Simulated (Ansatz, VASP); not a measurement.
# ZnSe: VASP beside Ansatz

The input POSCAR:

```
ZnSe
1.0
    0.0000000000      2.8607448912      2.7994884492
    2.8607448912      0.0000000000      2.7994884492
    2.8607448912      2.8607448912      0.0000000000
Zn Se
1 1
Direct
    0.0000000000      0.0000000000      0.0000000000
    0.2500000000      0.2500000000      0.2500000000
```

File INCAR.step1:

```
SYSTEM = ZnSe
PREC = Accurate
ENCUT = 520
ISMEAR = -1
SIGMA = 0.02
LREAL = .FALSE.
LASPH = .TRUE.
NELM = 150
MAGMOM = 0 0 0 0 0 0
LSORBIT = .TRUE.
GGA_COMPAT = .FALSE.
NBANDS = 30
GGA = PE
ALGO = Normal
EDIFF = 1E-4
LWAVE = .TRUE.
LCHARG = .FALSE.
```

The input INCAR.step2:

```
SYSTEM = ZnSe
PREC = Accurate
ENCUT = 520
EDIFF = 1E-7
ISMEAR = -1
SIGMA = 0.02
LREAL = .FALSE.
LASPH = .TRUE.
NELM = 150
ALGO = Normal
ISIF = 2
LWAVE = .FALSE.
LCHARG = .FALSE.
MAGMOM = 0 0 0 0 0 0
LORBIT = 11
LSORBIT = .TRUE.
GGA_COMPAT = .FALSE.
LORBMOM = .TRUE.
METAGGA = R2SCAN
LMIXTAU = .TRUE.
NBANDS = 30
ISTART = 1
```

The input KPOINTS:

```
Automatic mesh
0
G
  8 8 8
  0 0 0
```

Input for Ansatz:

```yaml
crystal:
  lattice:
    - [0.0, 2.8607448912, 2.7994884492]
    - [2.8607448912, 0.0, 2.7994884492]
    - [2.8607448912, 2.8607448912, 0.0]
  atoms:
    - { symbol: Zn, position: [0.0, 0.0, 0.0] }
    - { symbol: Se, position: [0.25, 0.25, 0.25] }
kpoints:
  mp_grid: { grid: [8, 8, 8] }
  band_path:
    path:
      - [0.0, 0.0, 0.0]
      - [-0.5, -0.5, 0.0]
      - [-0.375, -0.375, 0.25]
      - [-0.375, 0.0, 0.375]
      - [0.0, 0.0, 0.5]
      - [-0.5, -0.25, 0.25]
    npoints: 1
hamiltonian:
  xc: r2scan
scf:
  occupations: { method: fermi_dirac, width: 0.02 }
  n_extra_bands: 8
magnetization:
  noncollinear: true
  spin_orbit: true
output:
  forces: true
  stress: true
  eigenvalues: true
```

Change from the starting cell: epitaxial_xy strain +1.0%.

Alike in both runs: task single point; functional r2SCAN; k mesh 8 × 8 × 8; occupations fermi-dirac, width 0.02 eV; non-collinear spin, spin-orbit coupling.

|  | VASP | Ansatz |
| --- | --- | --- |
| version | VASP 6.6.1 | Ansatz 0.2.0 |
| potentials or method | VASP PAW PBE potentials, release 64 (Zn, Se) | plane waves, PAW |
| plane-wave cutoff (eV) | 520 | 500 |
| valence electrons in the cell | 18 | 28 |

```tsv
	VASP	Ansatz	Ansatz less VASP
pressure (GPa)	-0.4	-0.5	-0.10
traceless stress, the component that is largest in VASP (GPa)	0.55	0.52	-0.029
```

VASP's potentials were made for PBE, not for r2SCAN. With one functional, cell and mesh, what is left measures potentials, basis and numerics. VASP's potentials hold 18 valence electrons a cell and Ansatz's 28, so a difference there can come from the potentials and not from the codes.
